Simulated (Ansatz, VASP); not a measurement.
CaS in VASP and in Ansatz

Contents of INCAR:

```
SYSTEM = CaS
PREC = Accurate
ENCUT = 500
EDIFF = 1E-6
ISMEAR = -5
SIGMA = 0.1
LREAL = .False.
LASPH = .True.
NELM = 120
ALGO = Normal
ISIF = 2
LWAVE = .False.
LCHARG = .False.
GGA = PE
NBANDS = 15
GGA_COMPAT = .False.
```

The input KPOINTS:

```
Automatic mesh
0
Gamma
  4 4 4
  0 0 0
```

POSCAR

```
CaS
1.0
    0.0000000000      2.8523742917      2.8523742917
    2.8523742917      0.0000000000      2.8523742917
    2.8523742917      2.8523742917      0.0000000000
Ca S
1 1
Direct
    0.0000000000      0.0000000000      0.0000000000
    0.5000000000      0.5000000000      0.5000000000
```

Input for Ansatz:

```yaml
crystal:
  lattice:
    - [0.0, 2.8523742917, 2.8523742917]
    - [2.8523742917, 0.0, 2.8523742917]
    - [2.8523742917, 2.8523742917, 0.0]
  atoms:
    - { symbol: Ca, position: [0.0, 0.0, 0.0] }
    - { symbol: S, position: [0.5, 0.5, 0.5] }
basis:
  ecutwfc: 420
  ecutrho_ratio: 8
kpoints:
  mp_grid: { grid: [4, 4, 4] }
hamiltonian:
  xc: pbe
scf:
  occupations: { method: tetrahedron }
output:
  forces: true
  stress: true
  eigenvalues: true
```

Alike in both runs: task single point; functional PBE; k mesh 4 × 4 × 4; occupations tetrahedron; no spin polarisation.

|  | VASP | Ansatz |
| --- | --- | --- |
| version | VASP 6.6.1 | Ansatz 0.2.0 |
| potentials or method | VASP PAW PBE potentials, release 64 (Ca_sv, S), cutoff 500 eV | scalar-relativistic, plane waves, PAW |
| valence electrons in the cell | 16 | 16 |

```csv
,VASP,Ansatz,Ansatz less VASP
gap on the k mesh at the Fermi level (eV),2.36,2.37,+0.005
least direct gap on the mesh (eV),3.16,3.17,+0.005
pressure (GPa),0.5,0.3,-0.15
```

Ansatz's warnings: band table not solved further, tetrahedron derivatives may miss energy slope.

The k mesh is coarse, so the values compare programs but aren't converged.
